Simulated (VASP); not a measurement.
# Gd (P6_3/mmc) in VASP: a series of runs, part 2 of 2

VASP 6.6.1.

### Step 3. Single point, r2SCAN, collinear spin, ferromagnetic start

This run uses another cell than the first one, of 31.78 Å³/atom.

File POSCAR:

```
Gd
1.0
    3.5868588409      0.0000000000      0.0000000000
   -1.7934294205      3.1063108761      0.0000000000
    0.0000000000      0.0000000000      5.7044471764
Gd
2
Direct
    0.6666666667      0.3333333333      0.7500000000
    0.3333333333      0.6666666667      0.2500000000
```

File INCAR.step1:

```
SYSTEM = Gd
PREC     = Accurate       ! precision mode
ENCUT    = 520            ! plane-wave cutoff, eV
ISMEAR   = -1             ! smearing method
SIGMA    = 0.05           ! smearing width, eV
LREAL    = .False.        ! projectors in reciprocal space
LASPH    = .True.         ! aspherical terms in the spheres
NELM     = 150            ! most SCF steps
ISPIN    = 2              ! spin polarisation
MAGMOM   = 7 7            ! initial moments
LMAXMIX  = 6              ! l up to which the mixer works
NBANDS   = 29             ! bands
GGA      = PE             ! functional
ALGO     = Normal         ! electronic algorithm
EDIFF    = 1E-4           ! SCF threshold, eV
LWAVE    = .True.         ! write WAVECAR
LCHARG   = .False.        ! write CHGCAR
```

File INCAR.step2:

```
SYSTEM = Gd
PREC     = Accurate       ! precision mode
ENCUT    = 520            ! plane-wave cutoff, eV
EDIFF    = 1E-7           ! SCF threshold, eV
ISMEAR   = -1             ! smearing method
SIGMA    = 0.05           ! smearing width, eV
LREAL    = .False.        ! projectors in reciprocal space
LASPH    = .True.         ! aspherical terms in the spheres
NELM     = 150            ! most SCF steps
ALGO     = Normal         ! electronic algorithm
ISIF     = 2              ! what is computed and relaxed
LWAVE    = .False.        ! write WAVECAR
LCHARG   = .True.         ! write CHGCAR
ISPIN    = 2              ! spin polarisation
MAGMOM   = 7 7            ! initial moments
LORBIT   = 11             ! projections on sites
LMAXMIX  = 6              ! l up to which the mixer works
METAGGA  = R2SCAN         ! meta-GGA
LMIXTAU  = .True.       
LELF     = .True.         ! ELF
LVHAR    = .True.       
NBANDS   = 29             ! bands
ISTART   = 1
```

File KPOINTS:

```
Automatic mesh
0
Gamma
  8 8 5
  0 0 0
```

Potentials or basis: VASP PAW PBE potentials, release 64 (Gd).

Run with:

```
> cat potpaw_PBE.64/Gd/POTCAR > POTCAR
> cp INCAR.step1 INCAR
> mpirun -np 1 vasp_std > vasp.out
> cp INCAR.step2 INCAR
> mpirun -np 1 vasp_std > vasp.out
```

OUTCAR:

```text
SYSTEM = Gd
   PREC = Accurate
   ENCUT = 520
   EDIFF = 1E-7
   ISMEAR = -1
   LREAL = .False.
   LASPH = .True.
   NELM = 150
   ISIF = 2
   ISPIN = 2
   LORBIT = 11
   METAGGA = R2SCAN
   ISTART = 1

 ion  position               nearest neighbor table
   1  0.667  0.333  0.750-   2 3.52   2 3.52   2 3.52   2 3.52   2 3.52   2 3.52
   2  0.333  0.667  0.250-   1 3.52   1 3.52   1 3.52   1 3.52   1 3.52   1 3.52

  LATTYP: Found a hexagonal cell.
 ALAT       =     3.5868588409
 C/A-ratio  =     1.5903740374

  Lattice vectors:

 A1 = (   3.5868588409,   0.0000000000,   0.0000000000)
 A2 = (  -1.7934294205,   3.1063108761,   0.0000000000)
 A3 = (   0.0000000000,   0.0000000000,   5.7044471764)

Analysis of symmetry for initial positions (statically):
=====================================================================
 Subroutine PRICEL returns:
 Original cell was already a primitive cell.

 Routine SETGRP: Setting up the symmetry group for a
 hexagonal supercell.

 Subroutine GETGRP returns: Found 24 space group operations
 (whereof 12 operations were pure point group operations)
 out of a pool of 24 trial point group operations.

The static configuration has the point symmetry D_3d.
 The point group associated with its full space group is D_6h.

Analysis of symmetry for dynamics (positions and initial velocities):
=====================================================================
 Subroutine PRICEL returns:
 Original cell was already a primitive cell.

 Routine SETGRP: Setting up the symmetry group for a
 hexagonal supercell.

 Subroutine GETGRP returns: Found 24 space group operations
 (whereof 12 operations were pure point group operations)
 out of a pool of 24 trial point group operations.

The dynamic configuration has the point symmetry D_3d.
 The point group associated with its full space group is D_6h.

Analysis of structural, dynamic, and magnetic symmetry:
[... 156 lines left out ...]
  free energy    TOTEN  =       -82.16068810 eV

  energy without entropy =      -82.15333474  energy(sigma->0) =      -82.15701142

 E-fermi :   3.3103     XC(G=0): -10.7846

 val. band max:        3.2964146291   @ k =   0.0000   0.0000   0.4000
 cond. band min:       3.3639005102   @ k =   0.2500   0.2500   0.4000
 fundamental gap:      0.0674858812
 Fermi energy:         3.3103327216

 spin component 1

 k-point     1 :       0.0000    0.0000    0.0000
  band No.  band energies     occupation
      1     -43.9791      1.00000
      2     -43.8913      1.00000
      3     -21.1159      1.00000
      4     -20.3837      1.00000
      5     -20.3836      1.00000
      6     -20.2631      1.00000
[... 757 lines left out ...]
     28       4.4013      0.00000
     29       5.3158      0.00000

 [... further k-points ...]

 spin component 2

 k-point     1 :       0.0000    0.0000    0.0000
  band No.  band energies     occupation
      1     -40.0472      1.00000
      2     -39.9379      1.00000
      3     -18.4093      1.00000
      4     -17.5283      1.00000
      5     -17.5282      1.00000
      6     -17.4007      1.00000
[... 757 lines left out ...]
     28       6.3187      0.00000
     29       6.8556      0.00000

 [... further k-points ...]

------------------------ aborting loop because EDIFF is reached ----------------------------------------

  FORCE on cell =-STRESS in cart. coord.  units (eV):
  Direction    XX          YY          ZZ          XY          YZ          ZX
  --------------------------------------------------------------------------------------
  -------------------------------------------------------------------------------------
  Total        0.8962095      0.8962095      1.2882552     -0.0000000      0.0000000      0.0000000
  in kB       22.5916180     22.5916181     32.4742940     -0.0000000      0.0000000      0.0000000
  external PRESSURE =      25.8858434 kB  Pullay stress =       0.0000000 kB

 VOLUME and BASIS-vectors are now :
 -----------------------------------------------------------------------------
  energy-cutoff  :      520.00
  volume of cell :       63.56
      direct lattice vectors                 reciprocal lattice vectors
     3.586858841  0.000000000  0.000000000     0.278795471  0.160962640  0.000000000
    -1.793429421  3.106310876  0.000000000     0.000000000  0.321925280  0.000000000
     0.000000000  0.000000000  5.704447176     0.000000000  0.000000000  0.175301825

 POSITION                                       TOTAL-FORCE (eV/Angst)
 -----------------------------------------------------------------------------------
      1.79343      1.03544      4.27834         0.000000      0.000000      0.000000
     -0.00000      2.07087      1.42611        -0.000000      0.000000      0.000000
 -----------------------------------------------------------------------------------
    total drift:                               -0.000000      0.000000     -0.000000

  FREE ENERGIE OF THE ION-ELECTRON SYSTEM (eV)
  ---------------------------------------------------
  free  energy   TOTEN  =       -82.1606881032 eV

  energy  without entropy=      -82.1533347351  energy(sigma->0) =      -82.15701142

 total charge

# of ion       s       p       d       f       tot
--------------------------------------------------
    1        2.076   5.605   0.603   6.930  15.214
    2        2.076   5.605   0.603   6.930  15.214
--------------------------------------------------
tot          4.153  11.210   1.206  13.860  30.429

 magnetization (x)

# of ion       s       p       d       f       tot
--------------------------------------------------
    1        0.007  -0.093   0.283   6.894   7.091
    2        0.007  -0.093   0.283   6.894   7.091
--------------------------------------------------
tot          0.014  -0.186   0.566  13.788  14.182
```

OUTCAR.step1:

```text
SYSTEM = Gd
   PREC = Accurate
   ENCUT = 520
   ISMEAR = -1
   LREAL = .False.
   LASPH = .True.
[... 1782 lines left out ...]
      1.79343      1.03544      4.27834        -0.000000      0.000000      0.000000
     -0.00000      2.07087      1.42611         0.000000     -0.000000      0.000000
 -----------------------------------------------------------------------------------
    total drift:                               -0.000000      0.000000     -0.000000

  FREE ENERGIE OF THE ION-ELECTRON SYSTEM (eV)
  ---------------------------------------------------
  free  energy   TOTEN  =       -23.3998432177 eV

  energy  without entropy=      -23.3718434826  energy(sigma->0) =      -23.38584335
```

It took 6.3 min on 1 thread of AMD EPYC 9R45 (Zen 5), shared host; peak memory 0.24 GiB.

What came out:

- Free energy: -82.1607 eV
- Pressure: 2.6 GPa
- Net moment: 15.86 μB per cell
- Site moments: Gd +7.09 μB
- Valence electrons inside the program's atomic spheres: Gd 15.21

Levels at points of the mesh, in eV from the Fermi level:
Spin up:
```tsv
k point	band 24	band 25	band 26	band 27	band 28	band 29
(0.00, 0.00, 0.00)	-3.11	0.77	1.18	1.18	1.39	1.86
(0.50, 0.00, 0.00)	-2.25	-1.68	-0.42	0.80	0.92	1.78
```
Spin down:
```tsv
k point	band 8	band 9	band 10	band 11	band 12	band 13
(0.00, 0.00, 0.00)	-20.70	-4.17	-1.15	1.21	1.25	1.27
(0.50, 0.00, 0.00)	-20.80	-1.10	-0.78	-0.61	1.19	1.26
```

Caveat: the PAW data sets were made with another functional, which shifts forces and pressure a little; spin-orbit coupling is left out, which moves the levels of the heavy elements; semilocal functionals describe open f shells poorly, which spoils levels, moments and volumes.

### Step 4. Single point, r2SCAN, collinear spin, ferromagnetic start

This run uses another cell than the first one, of 32.44 Å³/atom.

File POSCAR:

```
Gd
1.0
    3.6115965801      0.0000000000      0.0000000000
   -1.8057982901      3.1277343867      0.0000000000
    0.0000000000      0.0000000000      5.7437894346
Gd
2
Direct
    0.6666666667      0.3333333333      0.7500000000
    0.3333333333      0.6666666667      0.2500000000
```

File INCAR.step1:

```
PREC     = Accurate       # precision mode
ENCUT    = 520            # plane-wave cutoff, eV
ISMEAR   = -1             # smearing method
SIGMA    = 0.05           # smearing width, eV
LREAL    = F              # projectors in reciprocal space
LASPH    = T              # aspherical terms in the spheres
NELM     = 150            # most SCF steps
ISPIN    = 2              # spin polarisation
MAGMOM   = 7 7            # initial moments
LMAXMIX  = 6              # l up to which the mixer works
NBANDS   = 29             # bands
GGA      = PE             # functional
ALGO     = Normal         # electronic algorithm
EDIFF    = 1E-4           # SCF threshold, eV
LWAVE    = T              # write WAVECAR
LCHARG   = F              # write CHGCAR
```

File INCAR.step2:

```
PREC     = Accurate       # precision mode
ENCUT    = 520            # plane-wave cutoff, eV
EDIFF    = 1E-7           # SCF threshold, eV
ISMEAR   = -1             # smearing method
SIGMA    = 0.05           # smearing width, eV
LREAL    = F              # projectors in reciprocal space
LASPH    = T              # aspherical terms in the spheres
NELM     = 150            # most SCF steps
ALGO     = Normal         # electronic algorithm
ISIF     = 2              # what is computed and relaxed
LWAVE    = F              # write WAVECAR
LCHARG   = F              # write CHGCAR
ISPIN    = 2              # spin polarisation
MAGMOM   = 7 7            # initial moments
LORBIT   = 11             # projections on sites
LMAXMIX  = 6              # l up to which the mixer works
METAGGA  = R2SCAN         # meta-GGA
LMIXTAU  = T            
NBANDS   = 29             # bands
ISTART   = 1
```

File KPOINTS:

```
regular mesh
0
Gamma
  8 8 5
```

Run with:

```
> cat potpaw_PBE.64/Gd/POTCAR > POTCAR
> cp INCAR.step1 INCAR
> mpirun -np 1 vasp_std > vasp.out
> cp INCAR.step2 INCAR
> mpirun -np 1 vasp_std > vasp.out
```

It took 7.5 min on 1 thread of AMD EPYC 9R45 (Zen 5), shared host; peak memory 0.26 GiB.

It converged, with:

| Property | Result |
| --- | --- |
| Free energy | -82.1790 eV |
| Pressure | 1.7 GPa |
| Net moment | 15.86 μB per cell |
| Site moments | Gd +7.09 μB |
| Valence electrons inside the program's atomic spheres | Gd 15.20 |

Stress tensor (GPa, compression positive):
```
1.32 0.00 0.00
0.00 1.32 0.00
0.00 0.00 2.33
```

Levels at points of the mesh, in eV from the Fermi level:
Spin up:
| k point | band 23 | band 24 | band 25 | band 26 | band 27 | band 28 | band 29 |
| --- | --- | --- | --- | --- | --- | --- | --- |
| (0.00, 0.00, 0.00) | -5.68 | -3.07 | 0.68 | 1.17 | 1.17 | 1.37 | 1.83 |
| (0.50, 0.00, 0.00) | -2.82 | -2.19 | -1.64 | -0.47 | 0.76 | 0.92 | 1.74 |
Spin down:
```csv
k point,band 8,band 9,band 10,band 11,band 12,band 13
"(0.00, 0.00, 0.00)",-20.77,-4.16,-1.12,1.18,1.21,1.24
"(0.50, 0.00, 0.00)",-20.86,-1.07,-0.74,-0.61,1.15,1.23
```

Caveat: the PAW data sets were made with another functional, which shifts forces and pressure a little; spin-orbit coupling is left out, which moves the levels of the heavy elements; semilocal functionals describe open f shells poorly, which spoils levels, moments and volumes. The state reached can hang on the start; a lower one may exist.

### Step 5. The runs side by side

```tsv
cell	gap on the mesh (eV)	pressure (GPa)	moment (μB)
a = 3.562, b = 3.562, c = 5.665 Å, angles 90.0, 90.0, 120.0°, 2 atoms	none	3.6	15.85
a = 3.587, b = 3.587, c = 5.704 Å, angles 90.0, 90.0, 120.0°, 2 atoms	none	2.6	15.86
a = 3.612, b = 3.612, c = 5.744 Å, angles 90.0, 90.0, 120.0°, 2 atoms	none	1.7	15.86
```

Alike in all rows: task single point; level r2SCAN; potentials or basis VASP PAW PBE potentials, release 64 (Gd); spin collinear, ferromagnetic start; k mesh 8 × 8 × 5; cutoff (eV) 520; smearing fermi-dirac 0.05 eV.

Caveats: the PAW data sets were made with another functional, which shifts forces and pressure a little; spin-orbit coupling is left out, which moves the levels of the heavy elements; semilocal functionals describe open f shells poorly, which spoils levels, moments and volumes; the cell stands under pressure (at least some runs).

Absolute energies hang on the potentials; compare differences alone.
